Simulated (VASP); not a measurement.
**As: single point with PBE**

The system is As.

```xyz
1
Lattice="-1.2905 1.2905 1.2905 1.2905 -1.2905 1.2905 1.2905 1.2905 -1.2905" Properties=species:S:1:pos:R:3 pbc="T T T"
As    0.0000    0.0000    0.0000
```

This cell differs from its parent crystal: volume scaled by 0.45.

```json
{
 "Program": "VASP 6.6.1",
 "Task": "single point",
 "Functional": "PBE",
 "Potentials or basis": "VASP PAW PBE potentials, release 64 (As)",
 "Cutoff": "520 eV",
 "k mesh": "16 × 16 × 16",
 "Occupations": "fermi-dirac, width 0.05 eV",
 "Spin": "no spin polarisation",
 "Dipole correction": "no",
 "Further INCAR settings": "ALGO = Normal; EDIFF = 1e-06; NBANDS = 8"
}
```

| Property | Result |
| --- | --- |
| Pressure | 378.5 GPa |

Levels at points of the mesh, in eV from the Fermi level:
```
           k point  band 1  band 2  band 3  band 4  band 5  band 6
(0.00, 0.00, 0.00)  -26.01   16.17   16.17   16.17   17.78   17.78
(0.50, 0.00, 0.00)  -14.74  -13.72    4.91    7.63    9.36   12.70
(0.50, 0.50, 0.50)   -5.16   -5.16   -5.16    0.20    0.33    0.33
```

It took 7.3 s on 1 thread of Intel(R) Xeon(R) Platinum 8375C CPU @ 2.90GHz (Ice Lake) (shared host), peak memory 0.12 GiB.
